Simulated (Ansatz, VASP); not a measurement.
## TiO: VASP beside Ansatz

The input INCAR:

```
  ALGO = Normal
  EDIFF = 1E-6
  ENCUT = 520
  GGA = PS
  ISIF = 2
  ISMEAR = 0
  LASPH = T
  LCHARG = T
  LELF = T
  LREAL = F
  LVHAR = T
  LWAVE = F
  NBANDS = 36
  NELM = 80
  PREC = Accurate
  SIGMA = 0.15
```

Contents of KPOINTS:

```
k-points
0
Gamma
  12 12 12
```

Contents of POSCAR:

```
TiO
1.0
    4.0335084229      0.0000000000      0.0000000000
    0.0000000000      4.0335084229      0.0000000000
    0.0000000000      0.0000000000      4.0335084229
Ti O
3 3
Direct
    0.5000000000      0.5000000000      0.0000000000
    0.0000000000      0.5000000000      0.5000000000
    0.5000000000      0.0000000000      0.5000000000
    0.0000000000      0.5000000000      0.0000000000
    0.5000000000      0.0000000000      0.0000000000
    0.0000000000      0.0000000000      0.5000000000
```

Input for Ansatz:

```yaml
crystal:
  lattice:
    - [4.0335084229, 0.0, 0.0]
    - [0.0, 4.0335084229, 0.0]
    - [0.0, 0.0, 4.0335084229]
  atoms:
    - { symbol: Ti, position: [0.5, 0.5, 0.0] }
    - { symbol: Ti, position: [0.0, 0.5, 0.5] }
    - { symbol: Ti, position: [0.5, 0.0, 0.5] }
    - { symbol: O, position: [0.0, 0.5, 0.0] }
    - { symbol: O, position: [0.5, 0.0, 0.0] }
    - { symbol: O, position: [0.0, 0.0, 0.5] }
basis:
  ecutwfc: 420
kpoints:
  mp_grid: { grid: [12, 12, 12] }
hamiltonian:
  xc: pbesol
scf:
  occupations: { method: gaussian, width: 0.15 }
output:
  forces: true
  stress: true
  eigenvalues: true
  write_density: true
  write_potential: true
  elf: true
  volumetric_format: npy
```

Alike in both runs: task single point; functional PBEsol; k mesh 12 × 12 × 12; occupations gaussian, width 0.15 eV; no spin polarisation.

|  | VASP | Ansatz |
| --- | --- | --- |
| version | VASP 6.6.1 | Ansatz 0.2.0 |
| potentials or method | VASP PAW PBE potentials, release 64 (Ti_sv, O), cutoff 520 eV | scalar-relativistic, plane waves, PAW |
| valence electrons in the cell | 54 | 54 |

Ansatz gave:

| Property | Result |
| --- | --- |
| gap on the k mesh at the Fermi level (eV) | none |
| pressure (GPa) | 0.0 |

Problem. What did VASP give for the same quantities?

Solution. gap on the k mesh at the Fermi level (eV): none; pressure (GPa): 0.5.

VASP's potentials were made for PBE, not for PBEsol. A gap of «none» marks a metal or a gap that the smearing closes.
